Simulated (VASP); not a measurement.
# Al (Im-3m) in VASP: single point with LDA

Aim: the single point of Al with LDA.

All numbers are computed with VASP 6.6.1; they aren't measurements. Logs are shortened: lines on timing, memory, paths and dates and some standing lists are left out, and cuts for length are marked.

## Step 1: The cell of the first run

It takes space group Im-3m (No. 229, cubic). The conventional cell has a = 3.182 Å, b = 3.182 Å, c = 3.182 Å, α = 90.00°, β = 90.00°, γ = 90.00°. Within 3.6 Å of Al (site symmetry m-3m) lie 14 Al at 2.76 to 3.18 Å.

## Step 2: Single point, LDA

Input file INCAR:

```
ALGO = Normal ; EDIFF = 1E-6
ENCUT = 500 ; GGA_COMPAT = False
ISIF = 2 ; ISMEAR = 0
LASPH = True ; LCHARG = False
LREAL = False ; LWAVE = False
NBANDS = 8 ; NELM = 120
PREC = Accurate ; SIGMA = 0.1
```

Input file KPOINTS:

```
k-points
0
Gamma
  8 8 8
```

Input file POSCAR:

```
Al
1.0
   -1.5912186900      1.5912186900      1.5912186900
    1.5912186900     -1.5912186900      1.5912186900
    1.5912186900      1.5912186900     -1.5912186900
Al
1
Direct
    0.0000000000      0.0000000000      0.0000000000
```

Potentials or basis: VASP PAW LDA potentials, release 64 (Al).

The run is started by

```
$ cat potpaw_LDA.64/Al/POTCAR > POTCAR
$ mpirun -np 1 vasp_std > vasp.out
```

OUTCAR:

```text
EDIFF = 1E-6
   ENCUT = 500
   ISIF = 2
   ISMEAR = 0
   LASPH = True
   LREAL = False
   NELM = 120
   PREC = Accurate

 ion  position               nearest neighbor table
   1  0.000  0.000  0.000-

  LATTYP: Found a body centered cubic cell.
 ALAT       =     3.1824373800

  Lattice vectors:

 A1 = (  -1.5912186900,   1.5912186900,   1.5912186900)
 A2 = (   1.5912186900,  -1.5912186900,   1.5912186900)
 A3 = (   1.5912186900,   1.5912186900,  -1.5912186900)

Analysis of symmetry for initial positions (statically):
=====================================================================
 Subroutine PRICEL returns:
 Original cell was already a primitive cell.

 Routine SETGRP: Setting up the symmetry group for a
 body centered cubic supercell.

 Subroutine GETGRP returns: Found 48 space group operations
 (whereof 48 operations were pure point group operations)
 out of a pool of 48 trial point group operations.

The static configuration has the point symmetry O_h .

Analysis of symmetry for dynamics (positions and initial velocities):
=====================================================================
 Subroutine PRICEL returns:
 Original cell was already a primitive cell.

 Routine SETGRP: Setting up the symmetry group for a
 body centered cubic supercell.

 Subroutine GETGRP returns: Found 48 space group operations
 (whereof 48 operations were pure point group operations)
 out of a pool of 48 trial point group operations.

The dynamic configuration has the point symmetry O_h .

 Subroutine INISYM returns: Found 48 space group operations
 (whereof 48 operations are pure point group operations),
 and found     1 'primitive' translations

----------------------------------------------------------------------------------------

                                     Primitive cell

  volume of cell :      16.1157

  direct lattice vectors                    reciprocal lattice vectors
    -1.591218690  1.591218690  1.591218690     0.000000000  0.314224565  0.314224565
     1.591218690 -1.591218690  1.591218690     0.314224565  0.000000000  0.314224565
     1.591218690  1.591218690 -1.591218690     0.314224565  0.314224565  0.000000000

  length of vectors
     2.756071617  2.756071617  2.756071617     0.444380641  0.444380641  0.444380641

  position of ions in fractional coordinates (direct lattice)
     0.000000000  0.000000000  0.000000000

  ion indices of the primitive-cell ions
   primitive index   ion index
                 1           1

----------------------------------------------------------------------------------------

 KPOINTS: k-points

Automatic generation of k-mesh.
 Grid dimensions read from file:
 generate k-points for:    8    8    8

 Generating k-lattice:

  Cartesian coordinates                     Fractional coordinates (reciprocal lattice)
     0.000000000  0.039278071  0.039278071     0.125000000  0.000000000  0.000000000
     0.039278071  0.000000000  0.039278071     0.000000000  0.125000000  0.000000000
     0.039278071  0.039278071  0.000000000     0.000000000  0.000000000  0.125000000

  Length of vectors
     0.055547580  0.055547580  0.055547580

  Shift w.r.t. Gamma in fractional coordinates (k-lattice)
     0.000000000  0.000000000  0.000000000

 Subroutine IBZKPT returns following result:
 ===========================================

 Found     29 irreducible k-points:

 Following reciprocal coordinates:
            Coordinates               Weight
  0.000000  0.000000  0.000000      1.000000
  0.125000  0.000000  0.000000     12.000000
  0.250000  0.000000  0.000000     12.000000
  0.375000  0.000000  0.000000     12.000000
  0.500000  0.000000  0.000000      6.000000
  0.125000  0.125000  0.000000     24.000000
[... 16 lines left out ...]
 -0.250000  0.250000  0.250000      6.000000
 -0.375000  0.375000  0.250000     24.000000
 [... further k-points ...]
   k-points           NKPTS =     29   k-points in BZ     NKDIM =     29   number of bands    NBANDS=      8
   number of dos      NEDOS =    301   number of ions     NIONS =      1
   total plane-waves  NPLWV =   8000
   dimension x,y,z NGX =    20 NGY =   20 NGZ =   20
   dimension x,y,z NGXF=    40 NGYF=   40 NGZF=   40
   ions per type =               1
   NGX,Y,Z   is equivalent  to a cutoff of  12.06, 12.06, 12.06 a.u.
   NGXF,Y,Z  is equivalent  to a cutoff of  24.13, 24.13, 24.13 a.u.
 SYSTEM =  unknown system
   PREC   = accura    normal or accurate (medium, high low for compatibility)
   ISTART =      0    job   : 0-new  1-cont  2-samecut
   ICHARG =      2    charge: 1-file 2-atom 10-const
   ISPIN  =      1    spin polarized calculation?
   LNONCOLLINEAR =      F non collinear calculations
   LSORBIT =      F    spin-orbit coupling
   LASPH  =      T    aspherical Exc in radial PAW
   ENCUT  =  500.0 eV  36.75 Ry    6.06 a.u.   5.02  5.02  5.02*2*pi/ulx,y,z
   NELM   =    120;   NELMIN=  2; NELMDL= -5     # of ELM steps
   EDIFF  = 0.1E-05   stopping-criterion for ELM
   LREAL  =      F    real-space projection
   EDIFFG = 0.1E-04   stopping-criterion for IOM
   NSW    =      0    number of steps for IOM
   IBRION =     -1    ionic relax: 0-MD 1-quasi-New 2-CG
   NFREE  =      0    steps in history (QN), initial steepest desc. (CG)
   ISIF   =      2    stress and relaxation
   ISYM   =      2    0-nonsym 1-usesym 2-fastsym
   POTIM  = 0.5000    time-step for ionic-motion
   TEBEG  =    0.0;   TEEND  =   0.0 temperature during run
   PSTRESS=    0.0 pullay stress
   NELECT =       3.0000    total number of electrons
   NUPDOWN=      -1.0000    fix difference up-down
   EMIN   =  10.00;   EMAX   =-10.00  energy-range for DOS
   EFERMI =   0.00;   METHOD = LEGACY
   ISMEAR =     0;   SIGMA  =   0.10  broadening in eV -4-tet -1-fermi 0-gaus
   EFERMI_NEDOS =   21; number of points for ismear=-14 and -15
   IALGO  =     38    algorithm
   IMIX   =      4    mixing-type and parameters
     AMIX     =   0.40;   BMIX     =  1.00
     AMIX_MAG =   1.60;   BMIX_MAG =  1.00
  volume/ion in A,a.u.               =      16.12       108.75
  Fermi-wavevector in a.u.,A,eV,Ry     =   0.934757  1.766435 11.888371  0.873771
  Thomas-Fermi vector in A             =   2.061595
   LORBIT       =      0    0 simple, 1 ext, 2 COOP (PROOUT), +10 PAW based schemes
   GGA     = CA    functional components
   LHFCALC =     F    Hartree Fock is set to
   AEXX    =    0.0000 exact exchange contribution
   IVDW    =     0    specifies the selected vdW correction
   LEPSILON=     F    determine dielectric tensor
   LRPA    =     F    only Hartree local field effects (RPA)
 non-spin polarized calculation
 Gauss-broadening in eV      SIGMA  =   0.10
  energy-cutoff  :      500.00
  volume of cell :       16.12
 maximum number of plane-waves:       420
   NGX =  9   NGY =  9   NGZ =  9

 number of electron       3.0000000 magnetization

 Free energy of the ion-electron system (eV)
  ---------------------------------------------------
  ext. energy  EPLUGINS =         0.00000000
  ---------------------------------------------------
  free energy    TOTEN  =        -4.05371978 eV

  energy without entropy =       -4.04862345  energy(sigma->0) =       -4.05117161

 E-fermi :   8.1727     XC(G=0): -10.4344

 val. band max:        8.1267990724   @ k =   0.2500   0.2500   0.1250
 cond. band min:       8.1998752017   @ k =  -0.3750   0.3750   0.1250
 fundamental gap:      0.0730761293
 Fermi energy:         8.1726792307

 k-point     1 :       0.0000    0.0000    0.0000
  band No.  band energies     occupation
      1      -3.2199      2.00000
      2      21.3750      0.00000
      3      21.3750      0.00000
      4      21.3750      0.00000
      5      22.8134      0.00000
      6      22.8134      0.00000
      7      22.8134      0.00000
      8      24.5063      0.00000

 k-point     2 :       0.1250    0.0000    0.0000
  band No.  band energies     occupation
      1      -2.7647      2.00000
      2      17.5123      0.00000
      3      19.4453      0.00000
      4      19.9728      0.00000
      5      21.4430      0.00000
      6      22.5843      0.00000
      7      24.1822      0.00000
      8      24.7542      0.00000

 k-point     3 :       0.2500    0.0000    0.0000
  band No.  band energies     occupation
      1      -1.4082      2.00000
      2      12.3797      0.00000
      3      17.6761      0.00000
      4      18.0596      0.00000
      5      19.6625      0.00000
      6      21.0288      0.00000
      7      25.7728      0.00000
      8      25.8982      0.00000

 k-point     4 :       0.3750    0.0000    0.0000
  band No.  band energies     occupation
      1       0.8233      2.00000
      2       7.7850      2.00000
      3      16.6122      0.00000
      4      16.8013      0.00000
      5      18.5194      0.00000
      6      19.9630      0.00000
      7      27.4295      0.00000
      8      28.1795      0.00000

 k-point     5 :       0.5000    0.0000    0.0000
  band No.  band energies     occupation
      1       3.6747      2.00000
      2       4.1392      2.00000
      3      16.2586      0.00000
      4      16.3722      0.00000
      5      18.1330      0.00000
      6      19.5824      0.00000
      7      28.8426      0.00000
      8      30.1343      0.00000
[... 177 lines left out ...]
 k-point    22 :       0.2500    0.2500    0.2500
  band No.  band energies     occupation
      1       7.0477      2.00000
      2       7.0477      2.00000
      3       7.0477      2.00000
      4       8.4472      0.00010
      5      29.9812      0.00000
      6      29.9812      0.00000
      7      31.1191      0.00000
      8      31.1191      0.00000

 k-point    23 :      -0.2500    0.2500    0.2500
  band No.  band energies     occupation
      1       0.3806      2.00000
      2      13.0962      0.00000
      3      13.0962      0.00000
      4      14.7104      0.00000
      5      16.1686      0.00000
      6      24.9159      0.00000
      7      26.1235      0.00000
      8      27.1398      0.00000

 k-point    24 :      -0.3750    0.3750    0.2500
  band No.  band energies     occupation
      1       2.5827      2.00000
      2       9.4056      0.00000
      3      11.9057      0.00000
      4      14.0494      0.00000
      5      16.6658      0.00000
      6      22.6318      0.00000
      7      24.7000      0.00000
      8      27.7562      0.00000

 [... further k-points ...]

------------------------ aborting loop because EDIFF is reached ----------------------------------------

  FORCE on cell =-STRESS in cart. coord.  units (eV):
  Direction    XX          YY          ZZ          XY          YZ          ZX
  --------------------------------------------------------------------------------------
  -------------------------------------------------------------------------------------
  Total        0.0998363      0.0998363      0.0998363      0.0000000      0.0000000     -0.0000000
  in kB        9.9254326      9.9254326      9.9254326      0.0000000      0.0000000     -0.0000000
  external PRESSURE =       9.9254326 kB  Pullay stress =       0.0000000 kB

 VOLUME and BASIS-vectors are now :
 -----------------------------------------------------------------------------
  energy-cutoff  :      500.00
  volume of cell :       16.12
      direct lattice vectors                 reciprocal lattice vectors
    -1.591218690  1.591218690  1.591218690     0.000000000  0.314224565  0.314224565
     1.591218690 -1.591218690  1.591218690     0.314224565  0.000000000  0.314224565
     1.591218690  1.591218690 -1.591218690     0.314224565  0.314224565  0.000000000

 POSITION                                       TOTAL-FORCE (eV/Angst)
 -----------------------------------------------------------------------------------
      0.00000      0.00000      0.00000         0.000000     -0.000000      0.000000
 -----------------------------------------------------------------------------------
    total drift:                               -0.000000     -0.000000      0.000000

  FREE ENERGIE OF THE ION-ELECTRON SYSTEM (eV)
  ---------------------------------------------------
  free  energy   TOTEN  =        -4.0537197761 eV

  energy  without entropy=       -4.0486234462  energy(sigma->0) =       -4.05117161
```

Run time: 5.2 s. Hardware: 1 thread of AMD EPYC 7R13 (Zen 3), shared host; peak memory 0.08 GiB.

Results:

* Free energy: -4.0537 eV
* Pressure: 1.0 GPa
